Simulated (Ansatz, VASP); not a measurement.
# One calculation of PbS, two programs

File INCAR:

```
SYSTEM = PbS
PREC = Accurate ; ENCUT = 520
EDIFF = 1E-6 ; ISMEAR = -1
SIGMA = 0.05 ; LREAL = .False.
LASPH = .True. ; NELM = 80
ALGO = Normal ; ISIF = 2
LWAVE = .False. ; LCHARG = .False.
GGA = PS ; NBANDS = 17
```

The input KPOINTS:

```
regular mesh
0
Gamma
  7 7 7
  0 0 0
```

POSCAR

```
PbS
1.0
    3.6042791765      0.0000000000      0.0000000000
    0.0000000000      3.6042791765      0.0000000000
    0.0000000000      0.0000000000      3.6042791765
Pb S
1 1
Direct
    0.0000000000      0.0000000000      0.0000000000
    0.5000000000      0.5000000000      0.5000000000
```

Contents of input.yaml:

```yaml
crystal:
  lattice:
    - [3.6042791765, 0.0, 0.0]
    - [0.0, 3.6042791765, 0.0]
    - [0.0, 0.0, 3.6042791765]
  atoms:
    - { symbol: Pb, position: [0.0, 0.0, 0.0] }
    - { symbol: S, position: [0.5, 0.5, 0.5] }
hamiltonian:
  xc: pbesol
  pseudopotentials: { kind: paw }
kpoints:
  mp_grid: { grid: [7, 7, 7] }
scf:
  occupations: { method: fermi_dirac, width: 0.05 }
output:
  forces: true
  stress: true
  eigenvalues: true
  write_density: true
  write_potential: true
  elf: true
  volumetric_format: npy
```

Alike in both runs: task single point; functional PBEsol; k mesh 7 × 7 × 7; occupations fermi-dirac, width 0.05 eV; no spin polarisation.

```csv
,VASP,Ansatz
version,VASP 6.6.1,Ansatz 0.2.0
potentials or method,"VASP PAW PBE potentials, release 64 (Pb_d, S)",Ansatz PAW
plane-wave cutoff (eV),520,420
valence electrons in the cell,20,20
```

|  | VASP | Ansatz | Ansatz less VASP |
| --- | --- | --- | --- |
| gap on the k mesh at the Fermi level (eV) | none | none | - |
| pressure (GPa) | -1.6 | -1.6 | +0.04 |

VASP's potentials were made for PBE, not for PBEsol. A gap of «none» marks a metal or a gap that the smearing closes.

Spin-orbit coupling is off throughout.
